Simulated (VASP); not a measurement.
Set up this calculation in VASP 6.6.1, as the native input.

```yaml
Task: single point
Functional: PBEsol
Potentials_or_basis: VASP PAW PBE potentials, release 64 (Pd)
Cutoff: 520 eV
k_mesh: 15 × 15 × 8
Occupations: fermi-dirac, width 0.1 eV
Spin: no spin polarisation
Dipole_correction: no
Further_INCAR_settings: ALGO = Normal; EDIFF = 1e-06; NBANDS = 17
```

The structure of Pd lies in POSCAR:

```
Pd
1.0
    2.7622052931      0.0000000000      0.0000000000
   -1.3811026466      2.3921399543      0.0000000000
    0.0000000000      0.0000000000      4.6100174237
Pd
2
Direct
    0.3333333333      0.6666666667      0.2500000000
    0.6666666667      0.3333333333      0.7500000000
```

This cell differs from its parent crystal: volume scaled by 1.04.

The input as run:

INCAR

```
PREC = Accurate
ENCUT = 520
EDIFF = 1E-6
ISMEAR = -1
SIGMA = 0.1
LREAL = False
LASPH = True
NELM = 100
ALGO = Normal
ISIF = 2
LWAVE = False
LCHARG = True
GGA = PS
LELF = True
LVHAR = True
NBANDS = 17
```

KPOINTS

```
Automatic mesh
0
Gamma
  15 15 8
```

Potentials or basis: VASP PAW PBE potentials, release 64 (Pd).

Run with:

```console
$ cat potpaw_PBE.64/Pd/POTCAR > POTCAR
$ mpirun -np 1 vasp_std > vasp.out
```

It gave:

* Pressure: -7.3 GPa
* Band gap on the k mesh: zero (band 10 reaches 9.28 eV, above the bottom of band 11 at 8.42 eV)

Caveat: the PAW data sets were made with another functional, which shifts forces and pressure a little.

Run time: 55 s on 1 thread of Intel(R) Xeon(R) Platinum 8259CL CPU @ 2.50GHz (Skylake/Cascade Lake), with other jobs on the host, peak memory 0.19 GiB.
